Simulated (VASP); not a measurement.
Wanted: the native input for a VASP 6.6.1 run.

| Item | Value |
| --- | --- |
| Task | single point |
| Functional | PBE |
| Potentials or basis | VASP PAW PBE potentials, release 64 (Li_sv, H) |
| Cutoff | 520 eV |
| k mesh | 18 × 18 × 10 |
| Occupations | gaussian, width 0.1 eV |
| Spin | no spin polarisation |
| Dipole correction | no |
| Further INCAR settings | ALGO = Fast; EDIFF = 1e-07; NBANDS = 10 |

The structure of Li2H lies in POSCAR:

```
Li2H
1.0
    2.7979305052      0.0000000289      0.0000000000
   -1.3989652776      2.4230788811      0.0000000000
    0.0000000000      0.0000000000      5.2104407000
Li H
2 1
Direct
    0.6666666667      0.3333333333      0.7603720000
    0.6666666667      0.3333333333      0.2396280000
    0.0000000000      0.0000000000      0.0000000000
```

This cell differs from its parent crystal: atoms taken out, then relaxed in part.

One way to write it, as run:

INCAR

```
SYSTEM = Li2H
PREC = Accurate
ENCUT = 520
EDIFF = 1E-7
ISMEAR = 0
SIGMA = 0.1
LREAL = .False.
LASPH = .True.
NELM = 80
ALGO = Fast
ISIF = 2
LWAVE = .False.
LCHARG = .False.
GGA = PE
NBANDS = 10
```

KPOINTS

```
Automatic mesh
0
Gamma
  18 18 10
  0 0 0
```

Potentials or basis: VASP PAW PBE potentials, release 64 (Li_sv, H).

The run is started by

```bash
$ cat potpaw_PBE.64/Li_sv/POTCAR potpaw_PBE.64/H/POTCAR > POTCAR
$ mpirun -np 1 vasp_std > vasp.out
```

It gave:

```yaml
Band_gap_on_the_k_mesh: zero (an odd number of electrons rules out a gap without spin polarisation)
```

Caveat: the cell differs from its parent crystal (atoms taken out, then relaxed in part).

Wall time 3.8 min on 1 thread of Oxide Virtual Turin-like Processor, with other jobs on the host, peak memory 0.16 GiB.
